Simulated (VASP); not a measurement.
# SrCl2 (I4/mmm) in VASP: notebook

Runs on SrCl2. Level: LDA. Tasks: single point.

Program: VASP 6.6.1. These are calculated values, not measurements. Logs are shortened: lines on timing, memory, paths and dates and some standing lists are left out, and cuts for length are marked.

**1. The cell of the first run**

It takes space group I4/mmm (No. 139, tetragonal). Conventional cell: a = 4.732 Å, b = 4.732 Å, c = 7.250 Å, α = 90.00°, β = 90.00°, γ = 90.00°. Within 3.9 Å of Sr (site symmetry 4/mmm) lie 8 Cl at 2.98 Å. Within 3.9 Å of Cl (site symmetry -4m2) lie 4 Sr at 2.98 Å and 6 Cl at 3.35 to 3.62 Å.

**2. Single point, LDA (strain -0.040 along x and y, +0.040 along z)**

Contents of INCAR:

```
ALGO = Normal
EDIFF = 1E-6
ENCUT = 520
ISIF = 2
ISMEAR = 0
LASPH = True
LCHARG = False
LREAL = False
LWAVE = False
NBANDS = 19
NELM = 100
PREC = Accurate
SIGMA = 0.05
```

Contents of KPOINTS:

```
k-points
0
Gamma
  6 6 6
```

Contents of POSCAR:

```
SrCl2
1.0
    0.0000000000      3.3460800000      3.6249200000
    3.3460800000      0.0000000000      3.6249200000
    3.3460800000      3.3460800000      0.0000000000
Sr Cl
1 2
Direct
    0.0000000000      0.0000000000      0.0000000000
    0.2500000000      0.2500000000      0.2500000000
    0.7500000000      0.7500000000      0.7500000000
```

Potentials or basis: VASP PAW LDA potentials, release 64 (Sr_sv, Cl).

The run is started by

```sh
$ cat potpaw_LDA.64/Sr_sv/POTCAR potpaw_LDA.64/Cl/POTCAR > POTCAR
$ mpirun -np 1 vasp_std > vasp.out
```

OUTCAR:

```text
EDIFF = 1E-6
   ENCUT = 520
   ISIF = 2
   ISMEAR = 0
   LASPH = True
   LREAL = False
   NELM = 100
   PREC = Accurate

 ion  position               nearest neighbor table
   1  0.000  0.000  0.000-   3 2.98   3 2.98   3 2.98   2 2.98   3 2.98   2 2.98   2 2.98   2 2.98

   2  0.250  0.250  0.250-   1 2.98   1 2.98   1 2.98   1 2.98
   3  0.750  0.750  0.750-   1 2.98   1 2.98   1 2.98   1 2.98

  LATTYP: Found a body centered tetragonal cell.
 ALAT       =     4.7320717168
 C/A-ratio  =     1.5320646926

  Lattice vectors:

 A1 = (  -3.3460800000,   0.0000000000,   3.6249200000)
 A2 = (   3.3460800000,   0.0000000000,   3.6249200000)
 A3 = (   0.0000000000,   3.3460800000,  -3.6249200000)

Analysis of symmetry for initial positions (statically):
=====================================================================
 Subroutine PRICEL returns:
 Original cell was already a primitive cell.

 Routine SETGRP: Setting up the symmetry group for a
 body centered tetragonal supercell.

 Subroutine GETGRP returns: Found 16 space group operations
 (whereof 16 operations were pure point group operations)
 out of a pool of 16 trial point group operations.

The static configuration has the point symmetry D_4h.

Analysis of symmetry for dynamics (positions and initial velocities):
=====================================================================
 Subroutine PRICEL returns:
 Original cell was already a primitive cell.

 Routine SETGRP: Setting up the symmetry group for a
 body centered tetragonal supercell.

 Subroutine GETGRP returns: Found 16 space group operations
 (whereof 16 operations were pure point group operations)
 out of a pool of 16 trial point group operations.

The dynamic configuration has the point symmetry D_4h.

 Subroutine INISYM returns: Found 16 space group operations
 (whereof 16 operations are pure point group operations),
 and found     1 'primitive' translations

----------------------------------------------------------------------------------------

                                     Primitive cell

  volume of cell :      81.1710

  direct lattice vectors                    reciprocal lattice vectors
     0.000000000  3.346080000  3.624920000    -0.149428585  0.149428585  0.137934079
     3.346080000  0.000000000  3.624920000     0.149428585 -0.149428585  0.137934079
     3.346080000  3.346080000  0.000000000     0.149428585  0.149428585 -0.137934079

  length of vectors
     4.933183189  4.933183189  4.732071717     0.252356126  0.252356126  0.252356126

  position of ions in fractional coordinates (direct lattice)
     0.000000000  0.000000000  0.000000000
     0.250000000  0.250000000  0.250000000
     0.750000000  0.750000000  0.750000000

  ion indices of the primitive-cell ions
   primitive index   ion index
                 1           1
                 2           2
                 3           3

----------------------------------------------------------------------------------------

 KPOINTS: k-points

Automatic generation of k-mesh.
 Grid dimensions read from file:
 generate k-points for:    6    6    6

 Generating k-lattice:

  Cartesian coordinates                     Fractional coordinates (reciprocal lattice)
    -0.024904764  0.024904764  0.022989013     0.166666667 -0.000000000  0.000000000
     0.024904764 -0.024904764  0.022989013    -0.000000000  0.166666667  0.000000000
     0.024904764  0.024904764 -0.022989013     0.000000000  0.000000000  0.166666667

  Length of vectors
     0.042059354  0.042059354  0.042059354

  Shift w.r.t. Gamma in fractional coordinates (k-lattice)
     0.000000000  0.000000000  0.000000000

 Subroutine IBZKPT returns following result:
 ===========================================

 Found     30 irreducible k-points:

 Following reciprocal coordinates:
            Coordinates               Weight
  0.000000  0.000000  0.000000      1.000000
  0.166667  0.000000  0.000000      8.000000
  0.333333  0.000000  0.000000      8.000000
  0.500000  0.000000  0.000000      4.000000
  0.166667  0.166667  0.000000      2.000000
  0.333333  0.166667  0.000000      8.000000
[... 16 lines left out ...]
  0.333333  0.000000  0.333333      4.000000
  0.500000  0.000000  0.333333     16.000000
 [... further k-points ...]
   k-points           NKPTS =     30   k-points in BZ     NKDIM =     30   number of bands    NBANDS=     19
   number of dos      NEDOS =    301   number of ions     NIONS =      3
   total plane-waves  NPLWV =  57600
   dimension x,y,z NGX =    40 NGY =   40 NGZ =   36
   dimension x,y,z NGXF=    80 NGYF=   80 NGZF=   72
   ions per type =               1   2
   NGX,Y,Z   is equivalent  to a cutoff of  13.48, 13.48, 12.65 a.u.
   NGXF,Y,Z  is equivalent  to a cutoff of  26.96, 26.96, 25.29 a.u.
 SYSTEM =  unknown system
   PREC   = accura    normal or accurate (medium, high low for compatibility)
   ISTART =      0    job   : 0-new  1-cont  2-samecut
   ICHARG =      2    charge: 1-file 2-atom 10-const
   ISPIN  =      1    spin polarized calculation?
   LNONCOLLINEAR =      F non collinear calculations
   LSORBIT =      F    spin-orbit coupling
   LASPH  =      T    aspherical Exc in radial PAW
   ENCUT  =  520.0 eV  38.22 Ry    6.18 a.u.   9.17  9.17  8.80*2*pi/ulx,y,z
   NELM   =    100;   NELMIN=  2; NELMDL= -5     # of ELM steps
   EDIFF  = 0.1E-05   stopping-criterion for ELM
   LREAL  =      F    real-space projection
   EDIFFG = 0.1E-04   stopping-criterion for IOM
   NSW    =      0    number of steps for IOM
   IBRION =     -1    ionic relax: 0-MD 1-quasi-New 2-CG
   NFREE  =      0    steps in history (QN), initial steepest desc. (CG)
   ISIF   =      2    stress and relaxation
   ISYM   =      2    0-nonsym 1-usesym 2-fastsym
   POTIM  = 0.5000    time-step for ionic-motion
   TEBEG  =    0.0;   TEEND  =   0.0 temperature during run
   PSTRESS=    0.0 pullay stress
   NELECT =      24.0000    total number of electrons
   NUPDOWN=      -1.0000    fix difference up-down
   EMIN   =  10.00;   EMAX   =-10.00  energy-range for DOS
   EFERMI =   0.00;   METHOD = LEGACY
   ISMEAR =     0;   SIGMA  =   0.05  broadening in eV -4-tet -1-fermi 0-gaus
   EFERMI_NEDOS =   21; number of points for ismear=-14 and -15
   IALGO  =     38    algorithm
   IMIX   =      4    mixing-type and parameters
     AMIX     =   0.40;   BMIX     =  1.00
     AMIX_MAG =   1.60;   BMIX_MAG =  1.00
  volume/ion in A,a.u.               =      27.06       182.59
  Fermi-wavevector in a.u.,A,eV,Ry     =   1.090632  2.060996 16.183832  1.189478
  Thomas-Fermi vector in A             =   2.226860
   LORBIT       =      0    0 simple, 1 ext, 2 COOP (PROOUT), +10 PAW based schemes
   GGA     = CA    functional components
   LHFCALC =     F    Hartree Fock is set to
   AEXX    =    0.0000 exact exchange contribution
   IVDW    =     0    specifies the selected vdW correction
   LEPSILON=     F    determine dielectric tensor
   LRPA    =     F    only Hartree local field effects (RPA)
 non-spin polarized calculation
 Gauss-broadening in eV      SIGMA  =   0.05
  energy-cutoff  :      520.00
  volume of cell :       81.17
 maximum number of plane-waves:      2229
 NGX is ok and might be reduce to    40
   NGX = 19   NGY = 19   NGZ = 17

 number of electron      24.0000000 magnetization

 Free energy of the ion-electron system (eV)
  ---------------------------------------------------
  ext. energy  EPLUGINS =         0.00000000
  ---------------------------------------------------
  free energy    TOTEN  =       -14.01339021 eV

  energy without entropy =      -14.01339021  energy(sigma->0) =      -14.01339021

 E-fermi :   0.8281     XC(G=0):  -8.9904

 val. band max:        0.4893791511   @ k =   0.5000   0.0000   0.5000
 cond. band min:       5.0808095578   @ k =   0.0000   0.0000   0.0000
 fundamental gap:      4.5914304067
 Fermi energy:         0.8280769783

 k-point     1 :       0.0000    0.0000    0.0000
  band No.  band energies     occupation
      1     -32.3055      2.00000
      2     -14.4306      2.00000
      3     -14.4306      2.00000
      4     -14.4172      2.00000
      5     -13.1018      2.00000
      6     -12.0869      2.00000
[... 11 lines left out ...]
     18       9.1795      0.00000
     19       9.6640      0.00000

 k-point     2 :       0.1667    0.0000    0.0000
  band No.  band energies     occupation
      1     -32.3044      2.00000
      2     -14.5526      2.00000
      3     -14.4341      2.00000
      4     -14.4275      2.00000
      5     -12.9035      2.00000
      6     -12.1551      2.00000
[... 11 lines left out ...]
     18       8.9393      0.00000
     19       9.9073      0.00000

 k-point     3 :       0.3333    0.0000    0.0000
  band No.  band energies     occupation
      1     -32.3021      2.00000
      2     -14.7344      2.00000
      3     -14.4409      2.00000
      4     -14.4393      2.00000
      5     -12.6531      2.00000
      6     -12.2018      2.00000
[... 11 lines left out ...]
     18       8.8662      0.00000
     19       9.2831      0.00000

 k-point     4 :       0.5000    0.0000    0.0000
  band No.  band energies     occupation
      1     -32.3009      2.00000
      2     -14.8054      2.00000
      3     -14.4451      2.00000
      4     -14.4443      2.00000
      5     -12.6318      2.00000
      6     -12.1343      2.00000
[... 11 lines left out ...]
     18       8.9569      0.00000
     19       9.1053      0.00000

 k-point     5 :       0.1667    0.1667    0.0000
  band No.  band energies     occupation
      1     -32.3042      2.00000
      2     -14.5880      2.00000
      3     -14.4398      2.00000
      4     -14.4398      2.00000
      5     -12.8377      2.00000
      6     -12.1507      2.00000
[... 11 lines left out ...]
     18       8.6382      0.00000
     19       9.0714      0.00000

 k-point     6 :       0.3333    0.1667    0.0000
  band No.  band energies     occupation
      1     -32.3024      2.00000
      2     -14.7252      2.00000
      3     -14.4709      2.00000
      4     -14.4478      2.00000
      5     -12.5845      2.00000
      6     -12.2161      2.00000
[... 11 lines left out ...]
     18       8.4726      0.00000
     19       9.5154      0.00000

 k-point     7 :       0.5000    0.1667    0.0000
  band No.  band energies     occupation
      1     -32.3008      2.00000
      2     -14.7804      2.00000
      3     -14.5270      2.00000
      4     -14.4500      2.00000
      5     -12.5073      2.00000
      6     -12.1753      2.00000
[... 11 lines left out ...]
     18       8.9501      0.00000
     19       9.4721      0.00000

 k-point     8 :      -0.3333    0.1667    0.0000
  band No.  band energies     occupation
      1     -32.3009      2.00000
      2     -14.7442      2.00000
      3     -14.5325      2.00000
      4     -14.4443      2.00000
      5     -12.4988      2.00000
      6     -12.2410      2.00000
[... 256 lines left out ...]
 k-point    20 :      -0.3333    0.3333    0.1667
  band No.  band energies     occupation
      1     -32.3000      2.00000
      2     -14.7278      2.00000
      3     -14.6380      2.00000
      4     -14.4667      2.00000
      5     -12.3760      2.00000
      6     -12.2186      2.00000
[... 11 lines left out ...]
     18       9.3700      0.00000
     19       9.9748      0.00000

 k-point    21 :      -0.1667    0.3333    0.1667
  band No.  band energies     occupation
      1     -32.3004      2.00000
      2     -14.7458      2.00000
      3     -14.5477      2.00000
      4     -14.4624      2.00000
      5     -12.3676      2.00000
      6     -12.3330      2.00000
[... 11 lines left out ...]
     18       9.0337      0.00000
     19       9.9103      0.00000

 k-point    22 :      -0.3333    0.5000    0.1667
  band No.  band energies     occupation
      1     -32.3000      2.00000
      2     -14.8207      2.00000
      3     -14.5776      2.00000
      4     -14.4732      2.00000
      5     -12.2682      2.00000
      6     -12.2602      2.00000
[... 11 lines left out ...]
     18       9.6714      0.00000
     19      10.1316      0.00000

 k-point    23 :       0.3333    0.0000    0.3333
  band No.  band energies     occupation
      1     -32.3006      2.00000
      2     -14.7868      2.00000
      3     -14.4743      2.00000
      4     -14.4451      2.00000
      5     -12.4130      2.00000
      6     -12.3492      2.00000
[... 11 lines left out ...]
     18       8.3389      0.00000
     19       9.9643      0.00000

 k-point    24 :       0.5000    0.0000    0.3333
  band No.  band energies     occupation
      1     -32.2995      2.00000
      2     -14.8094      2.00000
      3     -14.5286      2.00000
      4     -14.4625      2.00000
      5     -12.4453      2.00000
      6     -12.2010      2.00000
[... 11 lines left out ...]
     18       9.1911      0.00000
     19      10.0470      0.00000

 [... further k-points ...]
[... 5 lines left out ...]
  --------------------------------------------------------------------------------------
  -------------------------------------------------------------------------------------
  Total        0.1515923      0.1515923     -1.9880748      0.0000000      0.0000000      0.0000000
  in kB        2.9921719      2.9921719    -39.2411965      0.0000000      0.0000000      0.0000000
  external PRESSURE =     -11.0856176 kB  Pullay stress =       0.0000000 kB

 VOLUME and BASIS-vectors are now :
 -----------------------------------------------------------------------------
  energy-cutoff  :      520.00
  volume of cell :       81.17
      direct lattice vectors                 reciprocal lattice vectors
     0.000000000  3.346080000  3.624920000    -0.149428585  0.149428585  0.137934079
     3.346080000  0.000000000  3.624920000     0.149428585 -0.149428585  0.137934079
     3.346080000  3.346080000  0.000000000     0.149428585  0.149428585 -0.137934079

 POSITION                                       TOTAL-FORCE (eV/Angst)
 -----------------------------------------------------------------------------------
      0.00000      0.00000      0.00000         0.000000      0.000000      0.000000
      1.67304      1.67304      1.81246        -0.000000     -0.000000     -0.000000
      5.01912      5.01912      5.43738         0.000000      0.000000      0.000000
 -----------------------------------------------------------------------------------
    total drift:                               -0.000000     -0.000000      0.000000

  FREE ENERGIE OF THE ION-ELECTRON SYSTEM (eV)
  ---------------------------------------------------
  free  energy   TOTEN  =       -14.0133902061 eV

  energy  without entropy=      -14.0133902061  energy(sigma->0) =      -14.01339021
```

It took 59 s on 1 thread of Intel Xeon 8259CL, shared host; peak memory 0.21 GiB.

What came out:

```yaml
Free_energy: -14.0134 eV
Pressure: -1.1 GPa
Band_gap_on_the_k_mesh: 4.59 eV (least direct gap 4.86 eV)
```

Stress tensor (GPa, compression positive):
```
 0.30  0.00  0.00
 0.00  0.30  0.00
 0.00  0.00 -3.92
```

Caveat: the cell differs from its parent crystal (strain -0.040 along x and y, +0.040 along z). A k mesh can miss the band edges.

**3. Single point, LDA (strain -0.040 along x and y, +0.080 along z)**

Contents of INCAR:

```
PREC = Accurate
ENCUT = 520
EDIFF = 1E-7
ISMEAR = 0
SIGMA = 0.05
LREAL = False
LASPH = True
NELM = 100
ALGO = Normal
ISIF = 2
LWAVE = False
LCHARG = True
GGA = CA
LELF = True
LVHAR = True
NBANDS = 19
```

Contents of KPOINTS:

```
regular mesh
0
Gamma
  6 6 6
```

Contents of POSCAR:

```
SrCl2
1.0
    0.0000000000      3.3460800000      3.7643400000
    3.3460800000      0.0000000000      3.7643400000
    3.3460800000      3.3460800000      0.0000000000
Sr Cl
1 2
Direct
    0.0000000000      0.0000000000      0.0000000000
    0.2500000000      0.2500000000      0.2500000000
    0.7500000000      0.7500000000      0.7500000000
```

Potentials or basis: VASP PAW LDA potentials, release 64 (Sr_sv, Cl).

The run is started by

```sh
$ cat potpaw_LDA.64/Sr_sv/POTCAR potpaw_LDA.64/Cl/POTCAR > POTCAR
$ mpirun -np 1 vasp_std > vasp.out
```

It took 74 s on 1 thread of Intel Xeon 8259CL, shared host; peak memory 0.21 GiB.

The run converged. Its results:

```
Free energy            : -13.9135 eV
Pressure               : -2.4 GPa
Band gap on the k mesh : 4.19 eV (least direct gap 4.52 eV)
```

Stress tensor (GPa, compression positive):
```
-0.42  0.00  0.00
 0.00 -0.42  0.00
 0.00  0.00 -6.37
```

Levels at points of the mesh, in eV from the valence-band top:
```csv
k point,band 10,band 11,band 12,band 13,band 14,band 15
"(0.00, 0.00, 0.00)",-1.19,-0.33,-0.33,4.19,5.50,5.90
"(0.50, 0.00, 0.00)",-1.70,-1.40,-1.34,6.01,6.11,6.89
"(0.50, 0.50, 0.00)",-0.68,-0.48,-0.48,4.78,5.89,7.06
"(0.50, 0.00, 0.50)",-1.26,-0.27,0.00,4.71,6.78,7.11
```

Caveat: the cell differs from its parent crystal (strain -0.040 along x and y, +0.080 along z); the stress differs along the axes, from -6 to -0 GPa.

**4. Single point, LDA (strain +0.040 along x and y, -0.080 along z)**

Contents of INCAR:

```
SYSTEM = SrCl2
PREC     = Accurate       ! precision mode
ENCUT    = 520            ! plane-wave cutoff, eV
EDIFF    = 1E-6           ! SCF threshold, eV
ISMEAR   = 0              ! smearing method
SIGMA    = 0.05           ! smearing width, eV
LREAL    = .False.        ! projectors in reciprocal space
LASPH    = .True.         ! aspherical terms in the spheres
NELM     = 60             ! most SCF steps
ALGO     = Normal         ! electronic algorithm
ISIF     = 2              ! what is computed and relaxed
LWAVE    = .False.        ! write WAVECAR
LCHARG   = .True.         ! write CHGCAR
LELF     = .True.         ! ELF
LVHAR    = .True.       
NBANDS   = 19             ! bands
```

Contents of KPOINTS:

```
Automatic mesh
0
Gamma
  6 6 6
  0 0 0
```

Contents of POSCAR:

```
SrCl2
1.0
    0.0000000000      3.6249200000      3.2066600000
    3.6249200000      0.0000000000      3.2066600000
    3.6249200000      3.6249200000      0.0000000000
Sr Cl
1 2
Direct
    0.0000000000      0.0000000000      0.0000000000
    0.2500000000      0.2500000000      0.2500000000
    0.7500000000      0.7500000000      0.7500000000
```

The run is started by

```sh
$ cat potpaw_LDA.64/Sr_sv/POTCAR potpaw_LDA.64/Cl/POTCAR > POTCAR
$ mpirun -np 1 vasp_std > vasp.out
```

It took 66 s on 1 thread of Intel Xeon 8259CL, shared host; peak memory 0.2 GiB.

It converged, with:

```yaml
Free_energy: -13.8957 eV
Pressure: -2.3 GPa
Band_gap_on_the_k_mesh: 4.02 eV (least direct gap 4.26 eV)
```

Stress tensor (GPa, compression positive):
```
-4.55  0.00  0.00
 0.00 -4.55  0.00
 0.00  0.00  2.22
```

Levels at points of the mesh, in eV from the valence-band top:
```
           k point  band 8  band 9  band 10  band 11  band 12  band 13  band 14  band 15  band 16  band 17
(0.00, 0.00, 0.00)   -2.66   -2.66    -1.28    -1.28    -0.24     4.02     4.75     5.84     7.89     7.89
(0.50, 0.00, 0.00)   -2.29   -2.05    -2.01    -1.74    -1.64     5.71     5.88     6.49     6.73     7.75
(0.50, 0.50, 0.00)   -2.60   -2.60    -1.17    -1.17     0.00     4.44     6.69     6.77     7.60     7.60
(0.50, 0.00, 0.50)   -2.87   -2.30    -1.47    -0.80    -0.30     4.42     5.89     6.77     6.87     7.14
```

Caveat: the cell differs from its parent crystal (strain +0.040 along x and y, -0.080 along z); the stress differs along the axes, from -5 to 2 GPa. A k mesh can miss the band edges.

**5. Summary**

| cell | gap on the mesh (eV) | pressure (GPa) |
| --- | --- | --- |
| a = 4.933, b = 4.933, c = 4.732 Å, angles 61.3, 61.3, 57.3°, 3 atoms | 4.59 | -1.1 |
| a = 5.037, b = 5.037, c = 4.732 Å, angles 62.0, 62.0, 56.0°, 3 atoms | 4.19 | -2.4 |
| a = 4.840, b = 4.840, c = 5.126 Å, angles 58.0, 58.0, 64.0°, 3 atoms | 4.02 | -2.3 |

Alike in all rows: task single point; level LDA; potentials or basis VASP PAW LDA potentials, release 64 (Sr_sv, Cl); no spin polarisation; k mesh 6 × 6 × 6; cutoff (eV) 520; smearing gaussian 0.05 eV.

Caveats: the stress differs along the axes, from -6 to -0 GPa (at least some runs); the stress differs along the axes, from -5 to 2 GPa (at least some runs).

Absolute energies hang on the potentials; compare differences alone.
